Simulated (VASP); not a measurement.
NaCl, 2 atoms in the cell. It takes space group Fm-3m (No. 225, cubic). The conventional cell has a = 5.476 Å, b = 5.476 Å, c = 5.476 Å, α = 90.00°, β = 90.00°, γ = 90.00°. Na (site symmetry m-3m) has 6 Cl at 2.74 Å within 3.6 Å. Within 3.6 Å of Cl (site symmetry m-3m) lie 6 Na at 2.74 Å. 

| Property | Result |
| --- | --- |
| Program | VASP 6.6.1 |
| Task | single point |
| Functional | PBEsol |
| Potentials or basis | VASP PAW PBE potentials, release 64 (Na_pv, Cl) |
| Cutoff | 500 eV |
| k mesh | 6 × 6 × 6 |
| Occupations | gaussian, width 0.01 eV |
| Spin | no spin polarisation |
| Dipole correction | no |
| Further INCAR settings | ALGO = Normal; EDIFF = 1e-06; NBANDS = 14 |

Potentials or basis: VASP PAW PBE potentials, release 64 (Na_pv, Cl).

Run with:

```console
$ cat potpaw_PBE.64/Na_pv/POTCAR potpaw_PBE.64/Cl/POTCAR > POTCAR
$ mpirun -np 1 vasp_std > vasp.out
```

Hardware: 1 thread of Intel Xeon 8259CL (shared host).

Task: Estimate the wall time of this run.

Result: Run time: 15 s on 1 thread of Intel Xeon 8259CL, with other jobs on the host, peak memory 0.15 GiB. Counts: scf iterations 12, k points 16.
